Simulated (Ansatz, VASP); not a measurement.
## One calculation of Ir, two programs

INCAR

```
ALGO = Normal ; EDIFF = 1E-6
ENCUT = 500 ; GGA = PE
GGA_COMPAT = F ; ISIF = 2
ISMEAR = -1 ; LASPH = T
LCHARG = T ; LELF = T
LREAL = F ; LVHAR = T
LWAVE = F ; NBANDS = 20
NELM = 120 ; PREC = Accurate
SIGMA = 0.08
```

KPOINTS

```
k-points
0
Gamma
  8 8 11
```

File POSCAR:

```
Ir
1.0
    4.3118554429      0.0000000000      0.0000000000
   -2.1559277214      3.7341763510      0.0000000000
    0.0000000000      0.0000000000      2.6494535959
Ir
3
Direct
    0.0000000000      0.0000000000      0.0000000000
    0.3333333333      0.6666666667      0.5000000000
    0.6666666667      0.3333333333      0.5000000000
```

Input for Ansatz:

```yaml
crystal:
  lattice:
    - [4.3118554429, 0.0, 0.0]
    - [-2.1559277214, 3.734176351, 0.0]
    - [0.0, 0.0, 2.6494535959]
  atoms:
    - { symbol: Ir, position: [0.0, 0.0, 0.0] }
    - { symbol: Ir, position: [0.3333333333, 0.6666666667, 0.5] }
    - { symbol: Ir, position: [0.6666666667, 0.3333333333, 0.5] }
kpoints:
  mp_grid: { grid: [8, 8, 11] }
scf:
  occupations: { method: fermi_dirac, width: 0.08 }
hamiltonian:
  xc: pbe
  pseudopotentials: { kind: all_electron, datasets: crystal }
output:
  forces: true
  stress: true
  eigenvalues: true
```

Change from the starting cell: volume scaled by 0.95, crystal datasets.

Alike in both runs: task single point; functional PBE; k mesh 8 × 8 × 11; occupations fermi-dirac, width 0.08 eV; no spin polarisation.

|  | VASP | Ansatz |
| --- | --- | --- |
| version | VASP 6.6.1 | Ansatz 0.2.0 |
| potentials or method | VASP PAW PBE potentials, release 64 (Ir), cutoff 500 eV | all-electron PAW with datasets made for the crystal, scalar-relativistic |

```tsv
	VASP	Ansatz	Ansatz less VASP
pressure (GPa)	19.3	18.6	-0.64
traceless stress, the component that is largest in VASP (GPa)	-0.14	0.00	+0.141
```

Ansatz ran all-electron here, and VASP with PAW potentials.

Spin-orbit coupling is off throughout.
